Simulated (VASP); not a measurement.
# WC (P1) in VASP: notebook

The runs below take WC through single point, with PBE+D3(BJ).

Everything below comes from runs of VASP 6.6.1. Logs are shortened: lines on timing, memory, paths and dates and some standing lists are left out, and cuts for length are marked.

## Step 1: The cell of the first run

The typed cell holds 16 atoms: a = 5.961 Å, b = 5.162 Å, c = 5.854 Å, α = 90.00°, β = 90.00°, γ = 90.00°.

## Step 2: Single point, PBE+D3(BJ)

Input file INCAR:

```
  ALGO = Normal
  EDIFF = 1E-7
  ENCUT = 520
  GGA = PE
  ISIF = 2
  ISMEAR = -1
  IVDW = 12
  LASPH = T
  LCHARG = F
  LREAL = Auto
  LWAVE = F
  NBANDS = 86
  NELM = 60
  PREC = Accurate
  SIGMA = 0.36
```

Input file KPOINTS:

```
k-points
0
Gamma
  2 2 2
```

Input file POSCAR:

```
WC
1.0
   -2.9803000000     -5.1620300000      0.0000000000
    4.4704490000     -2.5810150000      0.0000000000
    0.0000000000      0.0000000000      5.8542380000
W C
8 8
Direct
    0.6998572193      0.4601740162      0.0325576104
    0.7262593993      0.4258120130      0.5143965790
    0.4397493946     -0.0093759887      0.0630995870
    0.4894910137     -0.0684875126      0.5056849414
    0.2157310687      0.4568318090      0.0448051480
    0.2404188936      0.4169872933      0.5093745762
   -0.0219854762     -0.0446763434      0.0113934555
   -0.0267991073     -0.1163349318      0.5082813510
    0.4660137465      0.6260804606      0.2766201169
    0.4717446387      0.6169045987      0.7549402672
    0.1973144643      0.1396182571      0.2402874635
    0.2606693188      0.1118618669      0.7467069156
   -0.0905788463      0.5844486459      0.2712223179
   -0.0198040745      0.5838514021      0.7706041333
    0.7473234181      0.0931781087      0.2469493041
    0.6946916595      0.1219988311      0.7434272402
```

Potentials or basis: VASP PAW PBE potentials, release 64 (W_sv, C).

Launch:

```bash
$ cat potpaw_PBE.64/W_sv/POTCAR potpaw_PBE.64/C/POTCAR > POTCAR
$ mpirun -np 1 vasp_std > vasp.out
```

OUTCAR:

```text
EDIFF = 1E-7
   ENCUT = 520
   GGA = PE
   ISIF = 2
   ISMEAR = -1
   IVDW = 12
   LASPH = T
   LREAL = Auto
   NELM = 60
   PREC = Accurate
 IVDW          = 12

 ion  position               nearest neighbor table
   1  0.700  0.460  0.033-  13 1.98   9 2.17  10 2.27  15 2.29  14 2.36  16 2.43   2 2.83   3 2.88
                             5 2.89   2 3.04   7 3.05   5 3.08   7 3.09   3 3.15
   2  0.726  0.426  0.514-  13 1.97  16 2.07  14 2.28  10 2.29   9 2.33  15 2.33   8 2.78   1 2.83
                             6 2.90   4 2.92   4 2.97   1 3.04   6 3.07   8 3.16
   3  0.440  0.991  0.063-  11 1.94  15 2.19  12 2.23   9 2.26  16 2.50   4 2.63  10 2.65   5 2.75
                             7 2.77   1 2.88   5 3.06   1 3.15   7 3.23   4 3.29
   4  0.489  0.932  0.506-   9 2.07  16 2.10  12 2.17  10 2.19  15 2.31  11 2.57   3 2.63   8 2.89
                             6 2.91   2 2.92   2 2.97   6 3.04   8 3.09   3 3.29
   5  0.216  0.457  0.045-  11 2.00   9 2.20  14 2.23  13 2.35  10 2.43  12 2.51   6 2.73   3 2.75
                             1 2.89   7 2.94   7 2.96   3 3.06   1 3.08   6 3.14
   6  0.240  0.417  0.509-  12 2.10  11 2.14   9 2.20  10 2.24  14 2.34  13 2.57   5 2.73   8 2.89
                             2 2.90   4 2.91   4 3.04   2 3.07   5 3.14   8 3.18
   7  0.978  0.955  0.011-  15 2.07  11 2.10  14 2.38  12 2.43  16 2.46  13 2.48   3 2.77   8 2.93
                             5 2.94   5 2.96   8 2.97   1 3.05   1 3.09   3 3.23
   8  0.973  0.884  0.508-  13 2.11  14 2.18  15 2.31  11 2.45  16 2.48  12 2.50   2 2.78   6 2.89
                             4 2.89   7 2.93   7 2.97   4 3.09   2 3.16   6 3.18
   9  0.466  0.626  0.277-   4 2.07   1 2.17   6 2.20   5 2.20   3 2.26   2 2.33
  10  0.472  0.617  0.755-   4 2.19   6 2.24   1 2.27   2 2.29   5 2.43   3 2.65
  11  0.197  0.140  0.240-   3 1.94   5 2.00   7 2.10   6 2.14   8 2.45   4 2.57
  12  0.261  0.112  0.747-   6 2.10   4 2.17   3 2.23   7 2.43   8 2.50   5 2.51
  13  0.909  0.584  0.271-   2 1.97   1 1.98   8 2.11   5 2.35   7 2.48   6 2.57
  14  0.980  0.584  0.771-   8 2.18   5 2.23   2 2.28   6 2.34   1 2.36   7 2.38
  15  0.747  0.093  0.247-   7 2.07   3 2.19   1 2.29   8 2.31   4 2.31   2 2.33
  16  0.695  0.122  0.743-   2 2.07   4 2.10   1 2.43   7 2.46   8 2.48   3 2.50

  LATTYP: Found a simple orthorhombic cell.
 ALAT       =     5.1620299003
 B/A-ratio  =     1.1340961043
 C/A-ratio  =     1.1547006178

  Lattice vectors:

 A1 = (   4.4704490000,  -2.5810150000,   0.0000000000)
 A2 = (   0.0000000000,   0.0000000000,   5.8542380000)
 A3 = (  -2.9803000000,  -5.1620300000,   0.0000000000)

Analysis of symmetry for initial positions (statically):
=====================================================================
 Subroutine PRICEL returns:
 Original cell was already a primitive cell.

 Routine SETGRP: Setting up the symmetry group for a
 simple orthorhombic supercell.

 Subroutine GETGRP returns: Found  1 space group operations
 (whereof  1 operations were pure point group operations)
 out of a pool of  8 trial point group operations.

The static configuration has the point symmetry C_1 .

Analysis of symmetry for dynamics (positions and initial velocities):
=====================================================================
 Subroutine PRICEL returns:
 Original cell was already a primitive cell.

 Routine SETGRP: Setting up the symmetry group for a
 simple orthorhombic supercell.

 Subroutine GETGRP returns: Found  1 space group operations
 (whereof  1 operations were pure point group operations)
 out of a pool of  8 trial point group operations.

The dynamic configuration has the point symmetry C_1 .

 Subroutine INISYM returns: Found  1 space group operations
 (whereof  1 operations are pure point group operations),
 and found     1 'primitive' translations

----------------------------------------------------------------------------------------

                                     Primitive cell

  volume of cell :     180.1278

  direct lattice vectors                    reciprocal lattice vectors
    -2.980300000 -5.162030000  0.000000000    -0.083884187 -0.145291670  0.000000000
     4.470449000 -2.581015000  0.000000000     0.167768374 -0.096861135  0.000000000
     0.000000000  0.000000000  5.854238000     0.000000000  0.000000000  0.170816424

  length of vectors
     5.960599115  5.162029900  5.854238000     0.167768370  0.193722241  0.170816424

  position of ions in fractional coordinates (direct lattice)
     0.699857219  0.460174016  0.032557610
     0.726259399  0.425812013  0.514396579
[... 40 lines left out ...]
 generate k-points for:    2    2    2

 Generating k-lattice:

  Cartesian coordinates                     Fractional coordinates (reciprocal lattice)
    -0.041942093 -0.072645835  0.000000000     0.500000000  0.000000000  0.000000000
     0.083884187 -0.048430567  0.000000000     0.000000000  0.500000000  0.000000000
     0.000000000  0.000000000  0.085408212     0.000000000  0.000000000  0.500000000

  Length of vectors
     0.083884185  0.096861120  0.085408212

  Shift w.r.t. Gamma in fractional coordinates (k-lattice)
     0.000000000  0.000000000  0.000000000

 Subroutine IBZKPT returns following result:
 ===========================================

 Found      8 irreducible k-points:

 Following reciprocal coordinates:
            Coordinates               Weight
  0.000000  0.000000  0.000000      1.000000
  0.500000  0.000000  0.000000      1.000000
  0.000000  0.500000  0.000000      1.000000
  0.500000  0.500000  0.000000      1.000000
  0.000000  0.000000  0.500000      1.000000
  0.500000  0.000000  0.500000      1.000000
  0.000000  0.500000  0.500000      1.000000
  0.500000  0.500000  0.500000      1.000000
   k-points           NKPTS =      8   k-points in BZ     NKDIM =      8   number of bands    NBANDS=     86
   number of dos      NEDOS =    301   number of ions     NIONS =     16
   total plane-waves  NPLWV =  92160
   dimension x,y,z NGX =    48 NGY =   40 NGZ =   48
   dimension x,y,z NGXF=    96 NGYF=   80 NGZF=   96
   ions per type =               8   8
   NGX,Y,Z   is equivalent  to a cutoff of  13.39, 12.88, 13.63 a.u.
   NGXF,Y,Z  is equivalent  to a cutoff of  26.78, 25.76, 27.26 a.u.
 SYSTEM =  unknown system
   PREC   = accura    normal or accurate (medium, high low for compatibility)
   ISTART =      0    job   : 0-new  1-cont  2-samecut
   ICHARG =      2    charge: 1-file 2-atom 10-const
   ISPIN  =      1    spin polarized calculation?
   LNONCOLLINEAR =      F non collinear calculations
   LSORBIT =      F    spin-orbit coupling
   LASPH  =      T    aspherical Exc in radial PAW
   ENCUT  =  520.0 eV  38.22 Ry    6.18 a.u.  11.08  9.60 10.89*2*pi/ulx,y,z
   NELM   =     60;   NELMIN=  2; NELMDL= -5     # of ELM steps
   EDIFF  = 0.1E-06   stopping-criterion for ELM
   LREAL  =      T    real-space projection
   EDIFFG = 0.1E-05   stopping-criterion for IOM
   NSW    =      0    number of steps for IOM
   IBRION =     -1    ionic relax: 0-MD 1-quasi-New 2-CG
   NFREE  =      0    steps in history (QN), initial steepest desc. (CG)
   ISIF   =      2    stress and relaxation
   ISYM   =      2    0-nonsym 1-usesym 2-fastsym
   POTIM  = 0.5000    time-step for ionic-motion
   TEBEG  =    0.0;   TEEND  =   0.0 temperature during run
   PSTRESS=    0.0 pullay stress
   NELECT =     144.0000    total number of electrons
   NUPDOWN=      -1.0000    fix difference up-down
   EMIN   =  10.00;   EMAX   =-10.00  energy-range for DOS
   EFERMI =   0.00;   METHOD = LEGACY
   ISMEAR =    -1;   SIGMA  =   0.36  broadening in eV -4-tet -1-fermi 0-gaus
   EFERMI_NEDOS =   21; number of points for ismear=-14 and -15
   IALGO  =     38    algorithm
   IMIX   =      4    mixing-type and parameters
     AMIX     =   0.40;   BMIX     =  1.00
     AMIX_MAG =   1.60;   BMIX_MAG =  1.00
  volume/ion in A,a.u.               =      11.26        75.97
  Fermi-wavevector in a.u.,A,eV,Ry     =   1.519388  2.871227 31.409597  2.308540
  Thomas-Fermi vector in A             =   2.628381
   LORBIT       =      0    0 simple, 1 ext, 2 COOP (PROOUT), +10 PAW based schemes
   GGA     = PE    functional components
   LHFCALC =     F    Hartree Fock is set to
   AEXX    =    0.0000 exact exchange contribution
   IVDW    =    12    specifies the selected vdW correction
   LEPSILON=     F    determine dielectric tensor
   LRPA    =     F    only Hartree local field effects (RPA)
 non-spin polarized calculation
  energy-cutoff  :      520.00
  volume of cell :      180.13
 maximum number of plane-waves:      4876
 NGX is ok and might be reduce to    48
   NGX = 23   NGY = 19   NGZ = 21

 number of electron     144.0000001 magnetization

 Free energy of the ion-electron system (eV)
  ---------------------------------------------------
  ext. energy  EPLUGINS =         0.00000000
  ---------------------------------------------------
  free energy    TOTEN  =      -172.22685474 eV

  energy without entropy =     -169.80237557  energy(sigma->0) =     -171.01461515

 E-fermi :  10.3492     XC(G=0): -13.3055

 val. band max:       10.2001630616   @ k =   0.0000   0.5000   0.0000
 cond. band min:      10.3743604756   @ k =   0.0000   0.5000   0.0000
 fundamental gap:      0.1741974139
 Fermi energy:        10.3491885737

 k-point     1 :       0.0000    0.0000    0.0000
  band No.  band energies     occupation
      1     -64.1365      2.00000
      2     -64.1128      2.00000
      3     -64.0966      2.00000
      4     -64.0518      2.00000
      5     -63.9717      2.00000
      6     -63.9289      2.00000
[... 685 lines left out ...]
     83      13.2955      0.00056
     84      13.4738      0.00034
 [bands above 84 left out]

------------------------ aborting loop because EDIFF is reached ----------------------------------------

 Edisp (eV)   -6.79580

 E8    (eV) :    -3.1146

  FORCE on cell =-STRESS in cart. coord.  units (eV):
  Direction    XX          YY          ZZ          XY          YZ          ZX
  --------------------------------------------------------------------------------------
  -------------------------------------------------------------------------------------
  Total     -11.76280    -8.45723   -13.10510    -1.06824     0.13020    -1.06847
  in kB    -104.62621   -75.22425  -116.56551    -9.50160     1.15811    -9.50373
  external pressure =      -98.81 kB  Pullay stress =        0.00 kB

 VOLUME and BASIS-vectors are now :
 -----------------------------------------------------------------------------
  energy-cutoff  :      520.00
  volume of cell :      180.13
      direct lattice vectors                 reciprocal lattice vectors
    -2.980300000 -5.162030000  0.000000000    -0.083884187 -0.145291670  0.000000000
     4.470449000 -2.581015000  0.000000000     0.167768374 -0.096861135  0.000000000
     0.000000000  0.000000000  5.854238000     0.000000000  0.000000000  0.170816424

 POSITION                                       TOTAL-FORCE (eV/Angst)
 -----------------------------------------------------------------------------------
     -0.02860     -4.80040      0.19060        -1.803332      0.821524     -3.738287
     -0.26090     -4.84800      3.01140         0.875066      1.936150      2.699611
      3.11795     -4.82681      0.36940        -5.756787     -2.157175     -7.144447
      2.70545     -4.93102      2.96040         1.100375      0.826908      4.012958
      1.39930     -2.29270      0.26230         1.711434     -0.449134     -4.631848
      1.14760     -2.31730      2.98200         2.870791      0.871879      2.708123
[... 8 lines left out ...]
     -1.81070     -4.09820      1.44570         1.692344      1.194956      1.579394
     -1.52500     -3.90090      4.35220        -2.394322     -1.544289      2.045066
 -----------------------------------------------------------------------------------
    total drift:                                0.005089     -0.021474      0.000456

  FREE ENERGIE OF THE ION-ELECTRON SYSTEM (eV)
  ---------------------------------------------------
  free  energy   TOTEN  =      -179.0226510368 eV

  energy  without entropy=     -176.5981718693  energy(sigma->0) =     -177.81041145
```

Run time: 3.4 min. Hardware: 1 thread of AMD EPYC 9R45 (Zen 5), shared host; peak memory 0.3 GiB.

What came out:

```
Free energy                : -179.0227 eV
Pressure                   : -9.9 GPa
Largest force              : 9.425 eV/Å
Band gap on the k mesh     : zero (band 72 reaches 10.39 eV, above the bottom of band 73 at 10.15 eV)
Dispersion energy per atom : -0.425 eV
```

Forces in eV/Å, atoms in the order of the input:
```
W   -1.803  0.822 -3.738
W    0.875  1.936  2.700
W   -5.757 -2.157 -7.144
W    1.100  0.827  4.013
W    1.711 -0.449 -4.632
W    2.871  0.872  2.708
W   -0.223  2.019 -1.495
W    3.933 -2.451  1.227
C   -1.016  0.940 -1.125
C   -0.847  0.065  0.593
C   -1.061  1.714  3.511
C    0.704  2.301  1.134
C   -0.695 -5.981 -1.184
C    0.909 -0.108 -0.191
C    1.692  1.195  1.579
C   -2.394 -1.544  2.045
```

Stress tensor (GPa, compression positive):
```
-10.46  -0.95  -0.95
 -0.95  -7.52   0.12
 -0.95   0.12 -11.66
```

Caveat: the k points lie up to 0.61 Å⁻¹ apart; spin-orbit coupling is left out, which moves the levels of the heavy elements; pairwise dispersion overbinds metals, which lowers pressure and volume; forces of over 1 eV/Å act on the atoms, so gaps and moduli don't describe the material at rest.

## Step 3: Single point, PBE+D3(BJ)

Input file INCAR:

```
  PREC = Accurate
  ENCUT = 520
  EDIFF = 1E-7
  ISMEAR = -1
  SIGMA = 0.36
  LREAL = Auto
  LASPH = True
  NELM = 80
  ALGO = Normal
  ISIF = 2
  LWAVE = False
  LCHARG = False
  GGA = PE
  IVDW = 12
  NBANDS = 86
```

Input file KPOINTS:

```
regular mesh
0
Gamma
  2 2 2
```

Input file POSCAR:

```
WC
1.0
   -2.9803000000     -5.1620300000      0.0000000000
    4.4704490000     -2.5810150000      0.0000000000
    0.0000000000      0.0000000000      5.8542380000
W C
8 8
Direct
    0.7264262777      0.4025027990     -0.0073963512
    0.7081546447      0.4470274211      0.5205288886
    0.4855605255     -0.0799212710      0.0202417462
    0.4791406300     -0.0491040565      0.5498068237
    0.2219510561      0.4756973477      0.0187385617
    0.2117410464      0.4262998729      0.5386695929
   -0.0110949230     -0.0508821819      0.0095998830
   -0.0557450247     -0.0493768964      0.5239622988
    0.4569628076      0.6133805028      0.2949487192
    0.4609956887      0.6203863306      0.7698696227
    0.2272394307      0.1457888627      0.2900121245
    0.2946814614      0.1589860794      0.8094990330
   -0.0537562655      0.5724459002      0.2602217402
   -0.0180810397      0.5822263216      0.7760702588
    0.7041428602      0.0881023285      0.2680963774
    0.7635942000      0.1309577169      0.7704674801
```

Potentials or basis: VASP PAW PBE potentials, release 64 (W_sv, C).

Launch:

```bash
$ cat potpaw_PBE.64/W_sv/POTCAR potpaw_PBE.64/C/POTCAR > POTCAR
$ mpirun -np 1 vasp_std > vasp.out
```

OUTCAR:

```text
PREC = Accurate
   ENCUT = 520
   EDIFF = 1E-7
   ISMEAR = -1
   LREAL = Auto
   LASPH = True
   NELM = 80
   ISIF = 2
   GGA = PE
   IVDW = 12
 IVDW          = 12

 ion  position               nearest neighbor table
   1  0.726  0.403  0.993-  16 1.92  14 2.19  13 2.22  15 2.29  10 2.34   9 2.63   2 2.78   7 2.82
                             3 2.88   5 2.98   5 3.03   3 3.04   2 3.10   7 3.23
[... 932 lines left out ...]
  -------------------------------------------------------------------------------------
  Total      -9.15454   -18.32729   -19.80399    -0.63219    -2.05599     5.02455
  in kB     -81.42656  -163.01513  -176.14992    -5.62313   -18.28738    44.69175
  external pressure =     -140.20 kB  Pullay stress =        0.00 kB

 VOLUME and BASIS-vectors are now :
 -----------------------------------------------------------------------------
  energy-cutoff  :      520.00
  volume of cell :      180.13
      direct lattice vectors                 reciprocal lattice vectors
    -2.980300000 -5.162030000  0.000000000    -0.083884187 -0.145291670  0.000000000
     4.470449000 -2.581015000  0.000000000     0.167768374 -0.096861135  0.000000000
     0.000000000  0.000000000  5.854238000     0.000000000  0.000000000  0.170816424

 POSITION                                       TOTAL-FORCE (eV/Angst)
 -----------------------------------------------------------------------------------
     -0.36560     -4.78870      5.81094         4.808799     -1.781218      5.101439
     -0.11210     -4.80930      3.04730        -0.707045     -0.870092     -1.357618
      2.66605     -4.88122      0.11850         1.887564     -0.543741      2.271145
      2.82295     -4.92761      3.21870         0.509578      1.015130     -3.675791
      1.46510     -2.37350      0.10970        -2.750222      1.155078      3.007545
      1.27470     -2.19330      3.15350         1.570640     -2.079250     -2.247685
[... 8 lines left out ...]
     -1.70470     -3.86220      1.56950        -0.237462     -1.547595      0.205088
     -1.69030     -4.27970      4.51050        -1.837225      2.667635     -1.400671
 -----------------------------------------------------------------------------------
    total drift:                                0.003544      0.006121      0.005741

  FREE ENERGIE OF THE ION-ELECTRON SYSTEM (eV)
  ---------------------------------------------------
  free  energy   TOTEN  =      -180.8401848466 eV

  energy  without entropy=     -178.5965070945  energy(sigma->0) =     -179.71834597
```

It took 3.5 min on 1 thread of AMD EPYC 9R45 (Zen 5), shared host; peak memory 0.3 GiB.

What came out:

- Free energy: -180.8402 eV
- Pressure: -14.0 GPa
- Largest force: 7.233 eV/Å
- Band gap on the k mesh: zero (band 72 reaches 10.70 eV, above the bottom of band 73 at 10.33 eV)
- Dispersion energy per atom: -0.425 eV

Forces in eV/Å, atoms in the order of the input:
```
W    4.809 -1.781  5.101
W   -0.707 -0.870 -1.358
W    1.888 -0.544  2.271
W    0.510  1.015 -3.676
W   -2.750  1.155  3.008
W    1.571 -2.079 -2.248
W   -0.430  0.563  2.179
W   -2.886 -1.738 -2.142
C    0.110  0.261 -0.181
C   -1.269 -0.977 -0.065
C   -2.096  2.258 -0.711
C   -0.414  2.966 -0.723
C    1.018 -1.510  0.340
C    2.723  0.161 -0.599
C   -0.237 -1.548  0.205
C   -1.837  2.668 -1.401
```

Levels at points of the mesh, in eV from the Fermi level:
```tsv
k point	band 68	band 69	band 70	band 71	band 72	band 73	band 74	band 75	band 76	band 77
(0.00, 0.00, 0.00)	-1.07	-0.90	-0.62	-0.35	-0.27	0.17	0.48	0.82	1.07	1.72
(0.50, 0.00, 0.00)	-1.35	-1.03	-0.92	-0.09	0.15	0.36	0.47	0.57	0.86	1.30
(0.00, 0.50, 0.00)	-1.76	-0.92	-0.74	-0.54	0.30	0.79	1.05	1.33	1.62	1.81
(0.50, 0.50, 0.00)	-1.64	-1.45	-1.28	-1.14	-0.86	1.06	1.26	1.34	1.51	1.66
(0.00, 0.00, 0.50)	-1.29	-1.24	-1.20	-0.51	-0.43	0.19	0.48	0.72	1.41	1.57
(0.50, 0.00, 0.50)	-1.13	-1.02	-1.01	-0.94	-0.85	-0.07	0.38	0.42	0.78	1.73
(0.00, 0.50, 0.50)	-1.52	-1.38	-1.35	-1.00	-0.55	0.32	0.48	0.55	0.98	1.81
(0.50, 0.50, 0.50)	-1.80	-1.44	-1.32	-0.87	-0.80	0.81	0.86	1.07	1.18	1.32
```

Caveat: the k points lie up to 0.61 Å⁻¹ apart; spin-orbit coupling is left out, which moves the levels of the heavy elements; pairwise dispersion overbinds metals, which lowers pressure and volume; forces of over 1 eV/Å act on the atoms, so gaps and moduli don't describe the material at rest.

(Continued in part 2 of 3.)
